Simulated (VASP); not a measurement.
The system is LiTaO2.

```
CELL_PARAMETERS angstrom
1.96609 -3.70713 0.00000
1.96609 3.70713 0.00000
0.00000 0.00000 3.58470
ATOMIC_POSITIONS crystal
Li 0.00000 0.00000 0.00000
Ta 0.50000 0.50000 0.00000
O 0.79477 0.20523 0.00000
O 0.20523 0.79477 0.00000
```

| Quantity | Value |
| --- | --- |
| Program | VASP 6.6.1 |
| Task | relaxation of cell and atoms |
| Functional | PBE |
| Potentials or basis | VASP PAW PBE potentials, release 64 (Li_sv, Ta_pv, O) |
| Cutoff | 600 eV |
| k mesh | 6 × 6 × 6 |
| Occupations | gaussian, width 0.1 eV |
| Spin | no spin polarisation |

At the start: pressure 8.9 GPa; volume 13.06 Å³/atom.

Question: How do energy, volume and symmetry change on relaxing?

Answer: Over 19 steps the energy falls by 1295.7 meV/atom and the volume is 14.73 Å³/atom (+12.7 %); space group Cmmm (No. 65, to 0.05 Å).

Step by step:
```tsv
step	energy change (eV)	largest force (eV/Å)	pressure (GPa)	volume (Å³)
1	0.0000	0.2506	8.86	52.25
2	-2.6355	8.5007	13.65	55.99
3	-2.6436	8.3272	13.06	55.94
4	-4.4554	2.9277	6.15	60.69
5	-4.6220	0.7109	6.44	62.32
6	-4.9534	2.2104	-7.36	63.81
7	-4.9627	2.0274	-5.56	63.59
8	-5.0906	0.8142	-3.18	62.40
9	-5.1317	0.3439	-0.40	61.28
10	-5.1514	0.1332	-1.40	60.92
11	-5.1597	0.0800	-2.40	60.53
12	-5.1727	0.0974	-1.30	59.93
13	-5.1787	0.3111	0.07	59.23
14	-5.1788	0.3296	0.19	59.17
15	-5.1809	0.1938	-0.04	59.11
16	-5.1820	0.0139	-0.39	59.02
17	-5.1825	0.0326	0.14	58.89
18	-5.1825	0.0254	0.05	58.91
19	-5.1827	0.0109	0.03	58.92
```

Final structure:
```
Li Ta O
1.0
     2.79090   -3.56544    0.00000
     2.79090    3.56544    0.00000
     0.00000    0.00000    2.96038
Li Ta O
1 1 2
Direct
  0.00000 0.00000 0.00000
  0.50000 0.50000 0.00000
  0.76104 0.23896 0.00000
  0.23896 0.76104 0.00000
```

Caveat: the cutoff is under 1.25 times the usual one of these potentials, so pressure, stress and relaxed cells hold a basis-set (Pulay) error.
